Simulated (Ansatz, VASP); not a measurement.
## Two plane-wave programs on SnTe

The input INCAR:

```
PREC = Accurate ; ENCUT = 520
EDIFF = 1E-7 ; ISMEAR = 0
SIGMA = 0.03 ; LREAL = F
LASPH = T ; NELM = 100
ALGO = Normal ; ISIF = 2
LWAVE = F ; LCHARG = T
GGA = CA ; LELF = T
LVHAR = T ; NBANDS = 17
```

Contents of KPOINTS:

```
Automatic mesh
0
Gamma
  10 10 10
```

The input POSCAR:

```
SnTe
1.0
    0.0000000000      3.0094092235      3.3368578955
    3.0094092235      0.0000000000      3.3368578955
    3.0094092235      3.0094092235      0.0000000000
Sn Te
1 1
Direct
    0.0181654424     -0.0181654424     -0.0181654424
    0.4831001593      0.5168998407      0.5168998407
```

Input for Ansatz:

```yaml
crystal:
  lattice:
    - [0.0, 3.0094092235, 3.3368578955]
    - [3.0094092235, 0.0, 3.3368578955]
    - [3.0094092235, 3.0094092235, 0.0]
  atoms:
    - { symbol: Sn, position: [0.0181654424, -0.0181654424, -0.0181654424] }
    - { symbol: Te, position: [0.4831001593, 0.5168998407, 0.5168998407] }
basis:
  ecutwfc: 420
kpoints:
  mp_grid: { grid: [10, 10, 10] }
hamiltonian:
  xc: lda
  pseudopotentials: { kind: paw }
scf:
  occupations: { method: gaussian, width: 0.03 }
output:
  forces: true
  stress: true
  eigenvalues: true
```

Change from the starting cell: mode 4 frozen in at -0.113 Å, strain +e along z and -e/2 along x and y +0.0700.

Alike in both runs: task single point; functional LDA; k mesh 10 × 10 × 10; occupations gaussian, width 0.03 eV; no spin polarisation.

```csv
,VASP,Ansatz
version,VASP 6.6.1,Ansatz 0.2.0
potentials or method,"VASP PAW LDA potentials, release 64 (Sn_d, Te), cutoff 520 eV","scalar-relativistic, plane waves, PAW"
valence electrons in the cell,20,30
```

VASP gave:

| Item | Value |
| --- | --- |
| gap on the k mesh at the Fermi level (eV) | none |
| pressure (GPa) | 2.5 |
| traceless stress, the component that is largest in VASP (GPa) | -8.74 |
| rms of the force components (eV/Å) | 0.318 |

Which values does Ansatz return?

gap on the k mesh at the Fermi level (eV): none; pressure (GPa): 2.4; traceless stress, the component that is largest in VASP (GPa): -8.66; rms of the force components (eV/Å): 0.307.

LDA's correlation is that of Perdew and Zunger in VASP and of Perdew and Wang (1992) in Ansatz. Atom by atom the forces differ by 0.011 eV/Å (rms over components). A gap of «none» marks a metal or a gap that the smearing closes. VASP's potentials hold 20 valence electrons a cell and Ansatz's 30, so a difference there can come from the potentials and not from the codes.

Neither program's run includes spin-orbit coupling.
